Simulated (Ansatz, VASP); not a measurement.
# Two plane-wave programs on WC

```
W C
1.0
     2.90050    0.00000    0.00000
    -1.45025    2.51191    0.00000
     0.00000    0.00000    2.82900
W C
1 1
Cartesian
  0.0000 0.0000 0.0000
  1.4503 0.8373 1.4145
```

Alike in both runs: task relaxation of cell and atoms; functional r2SCAN; k mesh 18 × 18 × 14; occupations gaussian, width 0.1 eV; no spin polarisation.

|  | VASP | Ansatz |
| --- | --- | --- |
| version | VASP 6.6.1 | Ansatz 0.2.0 |
| potentials or method | VASP PAW PBE potentials, release 64 (W_sv, C), cutoff 600 eV | scalar-relativistic, plane waves, PAW |
| valence electrons in the cell | 18 | 18 |

```tsv
	VASP	Ansatz	Ansatz less VASP
gap on the k mesh at the Fermi level, each at its own relaxed structure (eV)	none	none	-
relaxed volume (Å³/atom)	10.46	10.41	-0.045
relaxed cell length with the largest relative difference (Å)	2.840	2.836	-0.0042
```

VASP's potentials were made for PBE, not for r2SCAN. A gap of «none» marks a metal or a gap that the smearing closes.

Spin-orbit coupling is off throughout.
